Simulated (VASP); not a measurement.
A run of VASP 6.6.1:

The input INCAR:

```
SYSTEM = Ti3Al
PREC = Accurate
ENCUT = 520
EDIFF = 1E-6
ISMEAR = 0
SIGMA = 0.15
LREAL = .False.
LASPH = .True.
NELM = 80
ALGO = Fast
ISIF = 2
LWAVE = .False.
LCHARG = .True.
GGA = PE
LELF = .True.
LVHAR = .True.
NBANDS = 28
```

Contents of KPOINTS:

```
Automatic mesh
0
Gamma
  18 18 6
  0 0 0
```

POSCAR

```
Ti3Al
1.0
    2.9297375378      0.0000000000      0.0000000000
   -1.4648687689      2.5372271341      0.0000000000
    0.0000000000      0.0000000000      9.2315308735
Ti Al
3 1
Direct
    0.6666666667      0.3333333333      0.0000000000
    0.3333333333      0.6666666667      0.7504575700
    0.3333333333      0.6666666667      0.2495424300
    0.6666666667      0.3333333333      0.5000000000
```

Potentials or basis: VASP PAW PBE potentials, release 64 (Ti_sv, Al).

The run is started by

```sh
$ cat potpaw_PBE.64/Ti_sv/POTCAR potpaw_PBE.64/Al/POTCAR > POTCAR
$ mpirun -np 1 vasp_std > vasp.out
```

Hardware: 1 thread of Intel(R) Xeon(R) 6975P-C (Granite Rapids), on a shared host.

Estimate the wall time of this run.

Wall time 6.7 min on 1 thread of Intel(R) Xeon(R) 6975P-C (Granite Rapids), on a shared host, peak memory 0.36 GiB. Counts: scf iterations 41, k points 148.
